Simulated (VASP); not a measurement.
A run of VASP 6.6.1:

File INCAR:

```
SYSTEM = PbSe
ALGO = Normal
EDIFF = 1E-6
ENCUT = 520
GGA = PE
ISIF = 2
ISMEAR = 0
IVDW = 12
LASPH = .TRUE.
LCHARG = .TRUE.
LELF = .TRUE.
LREAL = .FALSE.
LVHAR = .TRUE.
LWAVE = .FALSE.
NBANDS = 17
NELM = 80
PREC = Accurate
SIGMA = 0.03
```

The input KPOINTS:

```
k-points
0
G
  10 10 10
  0 0 0
```

File POSCAR:

```
PbSe
1.0
    0.0000000000      3.1846360000      3.3071220000
    3.1846360000      0.0000000000      3.3071220000
    3.1846360000      3.1846360000      0.0000000000
Pb Se
1 1
Direct
    0.0000000000      0.0000000000      0.0000000000
    0.5000000000      0.5000000000      0.5000000000
```

Potentials or basis: VASP PAW PBE potentials, release 64 (Pb_d, Se).

Launch:

```console
$ cat potpaw_PBE.64/Pb_d/POTCAR potpaw_PBE.64/Se/POTCAR > POTCAR
$ mpirun -np 1 vasp_std > vasp.out
```

Hardware: 1 thread of Intel Xeon 8259CL (shared host).

How long does it take, and how much memory?

It took 2.7 min on 1 thread of Intel Xeon 8259CL, with other jobs on the host, peak memory 0.29 GiB. Counts: scf iterations 12, k points 102.
